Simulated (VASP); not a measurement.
# WS2 (P1) in VASP: notebook

WS2 is run at these levels: LDA; tasks: single point.

All numbers are computed with VASP 6.6.1; they aren't measurements. Logs are shortened: lines on timing, memory, paths and dates and some standing lists are left out, and cuts for length are marked.

## Step 1: The cell of the first run

The typed cell holds 12 atoms: a = 7.392 Å, b = 7.392 Å, c = 7.392 Å, α = 52.33°, β = 52.33°, γ = 52.33°.

## Step 2: Single point, LDA

Contents of INCAR:

```
SYSTEM = WS2
PREC     = Accurate       ! precision mode
ENCUT    = 520            ! plane-wave cutoff, eV
EDIFF    = 1E-6           ! SCF threshold, eV
ISMEAR   = -1             ! smearing method
SIGMA    = 0.17           ! smearing width, eV
LREAL    = .False.        ! projectors in reciprocal space
LASPH    = .True.         ! aspherical terms in the spheres
NELM     = 60             ! most SCF steps
ALGO     = Normal         ! electronic algorithm
ISIF     = 2              ! what is computed and relaxed
LWAVE    = .False.        ! write WAVECAR
LCHARG   = .False.        ! write CHGCAR
GGA      = CA             ! functional
NBANDS   = 64             ! bands
```

Contents of KPOINTS:

```
regular mesh
0
Gamma
  2 2 2
  0 0 0
```

Contents of POSCAR:

```
WS2
1.0
   -3.2599410000     -1.8821280000      6.3622860000
    3.2599410000     -1.8821280000      6.3622860000
    0.0000000000      3.7642550000      6.3622860000
W S
4 8
Direct
    0.0774566424     -0.0021767006     -0.1031315662
    0.5251724235      0.5234239256     -0.0996764169
    0.5361746792      0.0043245629      0.3916814237
    0.0303167306      0.5167672522      0.4366819151
    0.2518261739      0.2947103856      0.1908084765
    0.4412040534      0.4555601414      0.2912993409
    0.8009531243      0.7746336296      0.1883389797
    0.9590885253      0.9293947363      0.3262709950
    0.7332185974      0.2933333357      0.6609547272
    0.9394353539      0.4208063357      0.8295529848
    0.2779384646      0.7758002357      0.6313788817
    0.5154992336      0.8969478549      0.7857879484
```

Potentials or basis: VASP PAW LDA potentials, release 64 (W_sv, S).

Run with:

```
$ cat potpaw_LDA.64/W_sv/POTCAR potpaw_LDA.64/S/POTCAR > POTCAR
$ mpirun -np 1 vasp_std > vasp.out
```

OUTCAR:

```text
SYSTEM = WS2
   PREC = Accurate
   ENCUT = 520
   EDIFF = 1E-6
   ISMEAR = -1
   LREAL = .False.
   LASPH = .True.
   NELM = 60
   ISIF = 2
   GGA = CA

 ion  position               nearest neighbor table
   1  0.077  0.998  0.897-  10 2.43   7 2.44  11 2.48  12 2.50   8 2.51   9 2.87   2 3.01   3 3.15
                             4 3.21   4 3.34   3 3.39
   2  0.525  0.523  0.900-  12 2.31   6 2.33   9 2.35  10 2.43   5 2.45  11 2.55   1 3.01   4 3.17
                             3 3.23   3 3.30   4 3.37
   3  0.536  0.004  0.392-   7 2.11   5 2.37  11 2.41  12 2.43   8 2.58   6 2.63   1 3.15   4 3.22
                             2 3.23   2 3.30   4 3.34   1 3.39
   4  0.030  0.517  0.437-  10 2.25   5 2.32   7 2.34   6 2.35   8 2.40   9 2.63   2 3.17   1 3.21
                             3 3.22   3 3.34   1 3.34   2 3.37
   5  0.252  0.295  0.191-   4 2.32   3 2.37   2 2.45
   6  0.441  0.456  0.291-   2 2.33   4 2.35   3 2.63
   7  0.801  0.775  0.188-   3 2.11   4 2.34   1 2.44
   8  0.959  0.929  0.326-   4 2.40   1 2.51   3 2.58
   9  0.733  0.293  0.661-   2 2.35   4 2.63   1 2.87
  10  0.939  0.421  0.830-   4 2.25   1 2.43   2 2.43
  11  0.278  0.776  0.631-   3 2.41   1 2.48   2 2.55
  12  0.515  0.897  0.786-   2 2.31   3 2.43   1 2.50

  LATTYP: Found a trigonal (rhomboedric) cell.
 ALAT       =     7.3924491393
 COS(alpha) =     0.6110687984

  Lattice vectors:

 A1 = (  -3.2599410000,  -1.8821280000,   6.3622860000)
 A2 = (   3.2599410000,  -1.8821280000,   6.3622860000)
 A3 = (   0.0000000000,   3.7642550000,   6.3622860000)

Analysis of symmetry for initial positions (statically):
=====================================================================
 Subroutine PRICEL returns:
 Original cell was already a primitive cell.

 Routine SETGRP: Setting up the symmetry group for a
 trigonal (rhombohedral) supercell.

 Subroutine GETGRP returns: Found  1 space group operations
 (whereof  1 operations were pure point group operations)
 out of a pool of 12 trial point group operations.

The static configuration has the point symmetry C_1 .

Analysis of symmetry for dynamics (positions and initial velocities):
=====================================================================
 Subroutine PRICEL returns:
 Original cell was already a primitive cell.

 Routine SETGRP: Setting up the symmetry group for a
 trigonal (rhombohedral) supercell.

 Subroutine GETGRP returns: Found  1 space group operations
 (whereof  1 operations were pure point group operations)
 out of a pool of 12 trial point group operations.

The dynamic configuration has the point symmetry C_1 .

 Subroutine INISYM returns: Found  1 space group operations
 (whereof  1 operations are pure point group operations),
 and found     1 'primitive' translations

----------------------------------------------------------------------------------------

                                     Primitive cell

  volume of cell :     234.2196

  direct lattice vectors                    reciprocal lattice vectors
    -3.259941000 -1.882128000  6.362286000    -0.153377009 -0.088552264  0.052392065
     3.259941000 -1.882128000  6.362286000     0.153377009 -0.088552264  0.052392065
     0.000000000  3.764255000  6.362286000     0.000000000  0.177104529  0.052392079

  length of vectors
     7.392449139  7.392449139  7.392448772     0.184691470  0.184691470  0.184691483

  position of ions in fractional coordinates (direct lattice)
     0.077456642  0.997823299  0.896868434
     0.525172424  0.523423926  0.900323583
     0.536174679  0.004324563  0.391681424
     0.030316731  0.516767252  0.436681915
     0.251826174  0.294710386  0.190808477
     0.441204053  0.455560141  0.291299341
     0.800953124  0.774633630  0.188338980
     0.959088525  0.929394736  0.326270995
     0.733218597  0.293333336  0.660954727
     0.939435354  0.420806336  0.829552985
     0.277938465  0.775800236  0.631378882
     0.515499234  0.896947855  0.785787948

  ion indices of the primitive-cell ions
   primitive index   ion index
                 1           1
                 2           2
                 3           3
                 4           4
                 5           5
                 6           6
                 7           7
                 8           8
                 9           9
                10          10
                11          11
                12          12

----------------------------------------------------------------------------------------

 KPOINTS: regular mesh

Automatic generation of k-mesh.
 Grid dimensions read from file:
 generate k-points for:    2    2    2

 Generating k-lattice:

  Cartesian coordinates                     Fractional coordinates (reciprocal lattice)
    -0.076688504 -0.044276132  0.026196033     0.500000000  0.000000000 -0.000000000
     0.076688504 -0.044276132  0.026196033     0.000000000  0.500000000 -0.000000000
     0.000000000  0.088552264  0.026196040    -0.000000000 -0.000000000  0.500000000

  Length of vectors
     0.092345735  0.092345735  0.092345742

  Shift w.r.t. Gamma in fractional coordinates (k-lattice)
     0.000000000  0.000000000  0.000000000

 Subroutine IBZKPT returns following result:
 ===========================================

 Found      8 irreducible k-points:

 Following reciprocal coordinates:
            Coordinates               Weight
  0.000000  0.000000  0.000000      1.000000
  0.500000  0.000000 -0.000000      1.000000
  0.000000  0.500000 -0.000000      1.000000
 -0.000000 -0.000000  0.500000      1.000000
  0.500000  0.500000 -0.000000      1.000000
  0.500000 -0.000000  0.500000      1.000000
 -0.000000  0.500000  0.500000      1.000000
  0.500000  0.500000  0.500000      1.000000
   k-points           NKPTS =      8   k-points in BZ     NKDIM =      8   number of bands    NBANDS=     64
   number of dos      NEDOS =    301   number of ions     NIONS =     12
   total plane-waves  NPLWV = 175616
   dimension x,y,z NGX =    56 NGY =   56 NGZ =   56
   dimension x,y,z NGXF=   112 NGYF=  112 NGZF=  112
   ions per type =               4   8
   NGX,Y,Z   is equivalent  to a cutoff of  12.59, 12.59, 12.59 a.u.
   NGXF,Y,Z  is equivalent  to a cutoff of  25.19, 25.19, 25.19 a.u.
 SYSTEM =  WS2
   PREC   = accura    normal or accurate (medium, high low for compatibility)
   ISTART =      0    job   : 0-new  1-cont  2-samecut
   ICHARG =      2    charge: 1-file 2-atom 10-const
   ISPIN  =      1    spin polarized calculation?
   LNONCOLLINEAR =      F non collinear calculations
   LSORBIT =      F    spin-orbit coupling
   LASPH  =      T    aspherical Exc in radial PAW
   ENCUT  =  520.0 eV  38.22 Ry    6.18 a.u.  13.75 13.75 13.75*2*pi/ulx,y,z
   NELM   =     60;   NELMIN=  2; NELMDL= -5     # of ELM steps
   EDIFF  = 0.1E-05   stopping-criterion for ELM
   LREAL  =      F    real-space projection
   EDIFFG = 0.1E-04   stopping-criterion for IOM
   NSW    =      0    number of steps for IOM
   IBRION =     -1    ionic relax: 0-MD 1-quasi-New 2-CG
   NFREE  =      0    steps in history (QN), initial steepest desc. (CG)
   ISIF   =      2    stress and relaxation
   ISYM   =      2    0-nonsym 1-usesym 2-fastsym
   POTIM  = 0.5000    time-step for ionic-motion
   TEBEG  =    0.0;   TEEND  =   0.0 temperature during run
   PSTRESS=    0.0 pullay stress
   NELECT =     104.0000    total number of electrons
   NUPDOWN=      -1.0000    fix difference up-down
   EMIN   =  10.00;   EMAX   =-10.00  energy-range for DOS
   EFERMI =   0.00;   METHOD = LEGACY
   ISMEAR =    -1;   SIGMA  =   0.17  broadening in eV -4-tet -1-fermi 0-gaus
   EFERMI_NEDOS =   21; number of points for ismear=-14 and -15
   IALGO  =     38    algorithm
   IMIX   =      4    mixing-type and parameters
     AMIX     =   0.40;   BMIX     =  1.00
     AMIX_MAG =   1.60;   BMIX_MAG =  1.00
  volume/ion in A,a.u.               =      19.52       131.72
  Fermi-wavevector in a.u.,A,eV,Ry     =   1.248949  2.360172 21.223384  1.559875
  Thomas-Fermi vector in A             =   2.383013
   LORBIT       =      0    0 simple, 1 ext, 2 COOP (PROOUT), +10 PAW based schemes
   GGA     = CA    functional components
   LHFCALC =     F    Hartree Fock is set to
   AEXX    =    0.0000 exact exchange contribution
   IVDW    =     0    specifies the selected vdW correction
   LEPSILON=     F    determine dielectric tensor
   LRPA    =     F    only Hartree local field effects (RPA)
 non-spin polarized calculation
  energy-cutoff  :      520.00
  volume of cell :      234.22
 maximum number of plane-waves:      6324
 NGX is ok and might be reduce to    56
   NGX = 27   NGY = 27   NGZ = 27

 number of electron     103.9999999 magnetization

 Free energy of the ion-electron system (eV)
  ---------------------------------------------------
  ext. energy  EPLUGINS =         0.00000000
  ---------------------------------------------------
  free energy    TOTEN  =      -101.17980214 eV

  energy without entropy =     -101.06961304  energy(sigma->0) =     -101.12470759

 E-fermi :   6.4984     XC(G=0): -10.6736

 val. band max:        6.4016444174   @ k =   0.5000   0.5000   0.5000
 cond. band min:       6.9244779177   @ k =  -0.0000   0.5000   0.5000
 fundamental gap:      0.5228335003
 Fermi energy:         6.4984333299

 k-point     1 :       0.0000    0.0000    0.0000
  band No.  band energies     occupation
      1     -68.1196      2.00000
      2     -68.0433      2.00000
      3     -68.0250      2.00000
      4     -67.9846      2.00000
      5     -32.7971      2.00000
      6     -32.7357      2.00000
[... 56 lines left out ...]
     63       9.0288      0.00000
     64       9.4016      0.00000

 k-point     2 :       0.5000    0.0000   -0.0000
  band No.  band energies     occupation
      1     -68.1194      2.00000
      2     -68.0430      2.00000
      3     -68.0253      2.00000
      4     -67.9849      2.00000
      5     -32.7319      2.00000
      6     -32.6943      2.00000
[... 56 lines left out ...]
     63       9.1090      0.00000
     64       9.2982      0.00000

 k-point     3 :       0.0000    0.5000   -0.0000
  band No.  band energies     occupation
      1     -68.1194      2.00000
      2     -68.0427      2.00000
      3     -68.0256      2.00000
      4     -67.9848      2.00000
      5     -32.7605      2.00000
      6     -32.6939      2.00000
[... 56 lines left out ...]
     63       9.0850      0.00000
     64       9.2669      0.00000

 k-point     4 :      -0.0000   -0.0000    0.5000
  band No.  band energies     occupation
      1     -68.1193      2.00000
      2     -68.0433      2.00000
      3     -68.0249      2.00000
      4     -67.9850      2.00000
      5     -32.7644      2.00000
      6     -32.6874      2.00000
[... 56 lines left out ...]
     63       9.1722      0.00000
     64       9.3313      0.00000

 k-point     5 :       0.5000    0.5000   -0.0000
  band No.  band energies     occupation
      1     -68.1193      2.00000
      2     -68.0433      2.00000
      3     -68.0249      2.00000
      4     -67.9850      2.00000
      5     -32.7644      2.00000
      6     -32.6874      2.00000
[... 56 lines left out ...]
     63       9.1221      0.00000
     64       9.2203      0.00000

 k-point     6 :       0.5000   -0.0000    0.5000
  band No.  band energies     occupation
      1     -68.1194      2.00000
      2     -68.0427      2.00000
      3     -68.0256      2.00000
      4     -67.9848      2.00000
      5     -32.7605      2.00000
      6     -32.6939      2.00000
[... 56 lines left out ...]
     63       8.9463      0.00000
     64       9.4117      0.00000

 k-point     7 :      -0.0000    0.5000    0.5000
  band No.  band energies     occupation
      1     -68.1194      2.00000
      2     -68.0430      2.00000
      3     -68.0253      2.00000
      4     -67.9849      2.00000
      5     -32.7319      2.00000
      6     -32.6943      2.00000
[... 56 lines left out ...]
     63       9.1293      0.00000
     64       9.2592      0.00000

 k-point     8 :       0.5000    0.5000    0.5000
  band No.  band energies     occupation
      1     -68.1196      2.00000
      2     -68.0433      2.00000
      3     -68.0250      2.00000
      4     -67.9846      2.00000
      5     -32.7971      2.00000
      6     -32.7357      2.00000
[... 56 lines left out ...]
     63       8.8564      0.00000
     64       9.4645      0.00000

------------------------ aborting loop because EDIFF is reached ----------------------------------------

  FORCE on cell =-STRESS in cart. coord.  units (eV):
  Direction    XX          YY          ZZ          XY          YZ          ZX
  --------------------------------------------------------------------------------------
  -------------------------------------------------------------------------------------
  Total       -6.9371583    -11.3020242      0.1543167      2.0359223      7.5414496     10.2477238
  in kB      -47.4535746    -77.3114036      1.0556022     13.9267096     51.5872243     70.0994706
  external PRESSURE =     -41.2364587 kB  Pullay stress =       0.0000000 kB

 VOLUME and BASIS-vectors are now :
 -----------------------------------------------------------------------------
  energy-cutoff  :      520.00
  volume of cell :      234.22
      direct lattice vectors                 reciprocal lattice vectors
    -3.259941000 -1.882128000  6.362286000    -0.153377009 -0.088552264  0.052392065
     3.259941000 -1.882128000  6.362286000     0.153377009 -0.088552264  0.052392065
     0.000000000  3.764255000  6.362286000     0.000000000  0.177104529  0.052392079

 POSITION                                       TOTAL-FORCE (eV/Angst)
 -----------------------------------------------------------------------------------
      3.00034      1.35223     12.54737         1.896311      0.547274     -0.698426
     -0.00570      1.41545     12.39959        -0.488572     -0.055474     -1.653007
     -1.73380      0.45710      5.93080         3.739865      1.383067      5.352933
      1.58580      0.61410      6.25900         0.633122     -1.018448     -1.665446
      0.13980     -0.31040      4.69120        -0.801922     -0.855659     -1.591666
      0.04680     -0.59130      7.55880        -1.409107      1.420269      1.106361
     -0.08580     -2.25650     11.22260        -3.407669     -2.806384     -4.443035
     -0.09680     -2.32620     14.09090         0.287412     -0.571928     -0.455497
     -1.43400      0.55590     10.73640        -2.022010     -0.368674      1.742756
     -1.69070      0.56250     13.93210        -0.681774      1.464413      0.964039
      1.62300      0.39340     10.72120        -0.297174      0.617750      1.768939
      1.24350      0.29950     13.98580         2.551519      0.243795     -0.427951
 -----------------------------------------------------------------------------------
    total drift:                               -0.000208     -0.000106      0.000364

  FREE ENERGIE OF THE ION-ELECTRON SYSTEM (eV)
  ---------------------------------------------------
  free  energy   TOTEN  =      -101.1798021437 eV

  energy  without entropy=     -101.0696130422  energy(sigma->0) =     -101.12470759
```

It took 4.6 min on 1 thread of Intel Xeon Platinum 8488C (Sapphire Rapids), shared host; peak memory 0.35 GiB.

Results:

```yaml
Free_energy: -101.1798 eV
Pressure: -4.1 GPa
Largest_force: 6.675 eV/Å
Band_gap_on_the_k_mesh: 0.52 eV (least direct gap 0.80 eV)
```

Forces on the atoms (eV/Å):
```
W    1.896  0.547 -0.698
W   -0.489 -0.055 -1.653
W    3.740  1.383  5.353
W    0.633 -1.018 -1.665
S   -0.802 -0.856 -1.592
S   -1.409  1.420  1.106
S   -3.408 -2.806 -4.443
S    0.287 -0.572 -0.455
S   -2.022 -0.369  1.743
S   -0.682  1.464  0.964
S   -0.297  0.618  1.769
S    2.552  0.244 -0.428
```

Stress tensor (GPa, compression positive):
```
-4.75  1.39  7.01
 1.39 -7.73  5.16
 7.01  5.16  0.11
```

Caveat: the k points lie up to 0.58 Å⁻¹ apart; spin-orbit coupling is left out, which moves the levels of the heavy elements; forces of over 1 eV/Å act on the atoms, so gaps and moduli don't describe the material at rest. A k mesh can miss the band edges.

## Step 3: Single point, LDA

Contents of INCAR:

```
PREC = Accurate ; ENCUT = 520
EDIFF = 1E-6 ; ISMEAR = -1
SIGMA = 0.17 ; LREAL = F
LASPH = T ; NELM = 60
ALGO = Normal ; ISIF = 2
LWAVE = F ; LCHARG = F
GGA = CA ; NBANDS = 64
```

Contents of KPOINTS:

```
Automatic mesh
0
Gamma
  2 2 2
```

Contents of POSCAR:

```
WS2
1.0
   -3.2599410000     -1.8821280000      6.3622860000
    3.2599410000     -1.8821280000      6.3622860000
    0.0000000000      3.7642550000      6.3622860000
W S
4 8
Direct
    0.0444080703      0.0436105098     -0.1216542891
    0.5747049801      0.5270660811     -0.1250780927
    0.5315585860      0.0394024396      0.3725363274
    0.0411819222      0.5398719292      0.4089833774
    0.2598794677      0.3020581452      0.1814272719
    0.4609604196      0.4699176369      0.2835439296
    0.7873058322      0.8058644503      0.1450885760
    0.9407608367      0.9661600694      0.2975540263
    0.7989415412      0.2765394486      0.6407889169
    0.9814646817      0.4296755542      0.8194573826
    0.3069655683      0.7923117755      0.6255901017
    0.4868685973      0.9452818017      0.7752637285
```

Potentials or basis: VASP PAW LDA potentials, release 64 (W_sv, S).

Run with:

```
$ cat potpaw_LDA.64/W_sv/POTCAR potpaw_LDA.64/S/POTCAR > POTCAR
$ mpirun -np 1 vasp_std > vasp.out
```

It took 4.4 min on 1 thread of Intel Xeon Platinum 8488C (Sapphire Rapids), shared host; peak memory 0.36 GiB.

It converged, with:

```yaml
Free_energy: -103.0180 eV
Pressure: -7.7 GPa
Largest_force: 4.671 eV/Å
Band_gap_on_the_k_mesh: 0.81 eV (least direct gap 1.28 eV)
```

Forces on the atoms (eV/Å):
```
W   -1.388  0.198  0.552
W    1.753  1.024 -0.874
W    0.297  0.376  4.647
W    0.990 -0.340 -0.658
S   -0.067 -2.513 -1.387
S   -0.616  0.750 -0.432
S   -1.887 -0.522 -1.185
S   -0.320 -0.071 -0.138
S    0.285 -0.382  1.310
S    0.685 -0.438 -0.929
S   -0.399  1.404 -0.009
S    0.667  0.514 -0.896
```

Stress tensor (GPa, compression positive):
```
 -9.26   0.27   2.70
  0.27 -10.26   2.60
  2.70   2.60  -3.56
```

Levels at points of the mesh, in eV from the valence-band top:
| k point | band 49 | band 50 | band 51 | band 52 | band 53 | band 54 | band 55 | band 56 |
| --- | --- | --- | --- | --- | --- | --- | --- | --- |
| (0.00, 0.00, 0.00) | -1.48 | -1.36 | -1.11 | -0.80 | 1.27 | 1.35 | 1.72 | 1.76 |
| (0.50, 0.00, 0.00) | -1.66 | -1.41 | -1.40 | -0.88 | 0.91 | 1.41 | 1.45 | 1.62 |
| (0.00, 0.50, 0.00) | -1.52 | -1.39 | -1.17 | -0.92 | 1.03 | 1.26 | 1.41 | 1.55 |
| (0.00, 0.00, 0.50) | -1.61 | -1.41 | -1.29 | -0.93 | 0.91 | 1.32 | 1.45 | 1.52 |
| (0.50, 0.50, 0.00) | -1.57 | -1.47 | -1.38 | -0.92 | 0.95 | 1.28 | 1.53 | 1.56 |
| (0.50, 0.00, 0.50) | -1.45 | -1.40 | -1.32 | -0.92 | 0.92 | 1.23 | 1.52 | 1.60 |
| (0.00, 0.50, 0.50) | -1.64 | -1.47 | -1.35 | -0.90 | 0.81 | 1.36 | 1.52 | 1.62 |
| (0.50, 0.50, 0.50) | -1.60 | -1.43 | -1.22 | 0.00 | 1.28 | 1.38 | 1.74 | 1.77 |

Caveat: the k points lie up to 0.58 Å⁻¹ apart; the atoms stand as in a frame of molecular dynamics; spin-orbit coupling is left out, which moves the levels of the heavy elements; forces of over 1 eV/Å act on the atoms, so gaps and moduli don't describe the material at rest. A k mesh can miss the band edges.

(Part 1 of 2 ends here.)
